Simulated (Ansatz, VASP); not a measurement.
# TaTi5N6 in VASP and in Ansatz

```
Ti Ta N
1.0
     3.03178    0.00000    0.00000
     0.00000    3.03178    0.00000
     0.00000    0.00000   12.81230
Ti Ta N
5 1 6
Cartesian
  0.0000 0.0000 0.0000
  1.5159 1.5159 2.1153
  0.0000 0.0000 4.1890
  0.0000 0.0000 8.6233
  1.5159 1.5159 10.6970
  1.5159 1.5159 6.4062
  0.0000 0.0000 2.1071
  1.5159 1.5159 4.2342
  0.0000 0.0000 6.4062
  1.5159 1.5159 8.5781
  0.0000 0.0000 10.7052
  1.5159 1.5159 0.0000
```

Alike in both runs: task single point; functional PBE; k mesh 8 × 8 × 2; occupations gaussian, width 0.2 eV; no spin polarisation.

```csv
,VASP,Ansatz
version,VASP 6.6.1,Ansatz 0.2.0
potentials or method,"VASP PAW PBE potentials, release 64 (Ti_sv, Ta_pv, N), cutoff 520 eV","scalar-relativistic, plane waves, PAW"
valence electrons in the cell,101,103
```

```tsv
	VASP	Ansatz	Ansatz less VASP
gap on the k mesh at the Fermi level (eV)	none	none	-
pressure (GPa)	0.6	0.1	-0.52
traceless stress, the component that is largest in VASP (GPa)	1.11	1.11	-0.009
rms of the force components (eV/Å)	0.022	0.022	-0.0004
```

Atom by atom the forces differ by 0.001 eV/Å (rms over components). A gap of «none» marks a metal or a gap that the smearing closes. The functional is the same, so the differences come from potentials, cutoffs and numerics. VASP's potentials hold 101 valence electrons a cell and Ansatz's 103, so a difference there can come from the potentials and not from the codes.

Neither program's run includes spin-orbit coupling.
